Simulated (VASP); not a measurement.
**LiCl: single point with HSE06**

Crystal: LiCl.

```
Li Cl
1.0
     3.57495    0.00000    0.00000
    -1.78747    3.09600    0.00000
     0.00000    0.00000    6.02408
Li Cl
2 2
Direct
  0.00000 0.00000 0.00000
  0.00000 0.00000 0.50000
  0.33333 0.66667 0.25000
  0.66667 0.33333 0.75000
```

```json
{
  "Program": "VASP 6.6.1",
  "Task": "single point",
  "Functional": "HSE06",
  "Potentials or basis": "VASP PAW PBE potentials, release 64 (Li_sv, Cl)",
  "Cutoff": "520 eV",
  "k mesh": "6 × 6 × 2",
  "Occupations": "gaussian, width 0.01 eV",
  "Spin": "no spin polarisation",
  "Dipole correction": "no",
  "Grid for exact exchange (PRECFOCK)": "Normal",
  "Further INCAR settings": "ALGO = Normal; EDIFF = 1e-07; NBANDS = 18",
  "Screening parameter": "0.2079 1/Å"
}
```

```yaml
Band_gap_on_the_k_mesh: 7.76 eV, direct
```

Levels at points of the mesh, in eV from the valence-band top:
| k point | band 7 | band 8 | band 9 | band 10 | band 11 | band 12 | band 13 | band 14 |
| --- | --- | --- | --- | --- | --- | --- | --- | --- |
| (0.00, 0.00, 0.00) | -0.23 | -0.18 | 0.00 | 0.00 | 7.76 | 8.14 | 11.84 | 11.84 |
| (0.50, 0.00, 0.00) | -2.05 | -1.16 | -0.81 | -0.33 | 8.53 | 9.58 | 10.30 | 11.05 |
| (0.00, 0.00, 0.50) | -0.11 | -0.11 | -0.11 | -0.11 | 8.62 | 8.62 | 12.03 | 12.03 |
| (0.50, 0.00, 0.50) | -0.99 | -0.99 | -0.78 | -0.78 | 8.95 | 8.95 | 10.10 | 10.10 |

Run time: 8.7 min on 1 thread of Intel(R) Xeon(R) Platinum 8488C (Sapphire Rapids), on a shared host, peak memory 0.29 GiB.

Caveat: the k points lie up to 0.52 Å⁻¹ apart.
